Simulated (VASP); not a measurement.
A run of VASP 6.6.1 is set up as follows.

INCAR

```
  PREC = Accurate
  ENCUT = 520
  EDIFF = 1E-6
  ISMEAR = 0
  SIGMA = 0.024
  LREAL = False
  LASPH = True
  NELM = 60
  ALGO = Normal
  ISIF = 2
  LWAVE = False
  LCHARG = False
  GGA = PE
  NBANDS = 11
```

Contents of KPOINTS:

```
regular mesh
0
Gamma
  11 11 11
```

File POSCAR:

```
AlN
1.0
    0.0000000000      2.0345180000      2.0345180000
    2.0345180000      0.0000000000      2.0345180000
    2.0345180000      2.0345180000      0.0000000000
Al N
1 1
Direct
    0.5000000000      0.5000000000      0.5000000000
    0.0000000000      0.0000000000      0.0000000000
```

Potentials or basis: VASP PAW PBE potentials, release 64 (Al, N).

Command:

```bash
$ cat potpaw_PBE.64/Al/POTCAR potpaw_PBE.64/N/POTCAR > POTCAR
$ mpirun -np 1 vasp_std > vasp.out
```

Problem. Predict the pressure.

Solution. 0.0 GPa.

Problem. Predict the band gap on the k mesh.

Solution. 4.55 eV, indirect (least direct gap 5.41 eV).

A k mesh can miss the band edges.
